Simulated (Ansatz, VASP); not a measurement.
# Two plane-wave programs on Hf3Br

```xyz
4
Lattice="-2.8938 2.8938 2.8938 2.8938 -2.8938 2.8938 2.8938 2.8938 -2.8938" Properties=species:S:1:pos:R:3 pbc="T T T"
Hf    2.8938    0.0000    0.0000
Hf    0.0000    2.8938    0.0000
Hf    0.0000    0.0000    2.8938
Br    0.0000    0.0000    0.0000
```

Alike in both runs: task single point; functional PBE; k mesh 4 × 4 × 4; occupations gaussian, width 0.1 eV; no spin polarisation.

|  | VASP | Ansatz |
| --- | --- | --- |
| version | VASP 6.6.1 | Ansatz 0.2.0 |
| potentials or method | VASP PAW PBE potentials, release 64 (Hf_pv, Br), cutoff 520 eV | scalar-relativistic, plane waves, PAW |
| valence electrons in the cell | 37 | 85 |

```tsv
	VASP	Ansatz	Ansatz less VASP
gap on the k mesh at the Fermi level (eV)	none	none	-
pressure (GPa)	-2.2	-1.8	+0.42
```

A gap of «none» marks a metal or a gap that the smearing closes. The functional is the same, so the differences come from potentials, cutoffs and numerics. VASP's potentials hold 37 valence electrons a cell and Ansatz's 85, so a difference there can come from the potentials and not from the codes.

The k mesh is coarse, so the values compare programs but aren't converged. Neither program's run includes spin-orbit coupling.
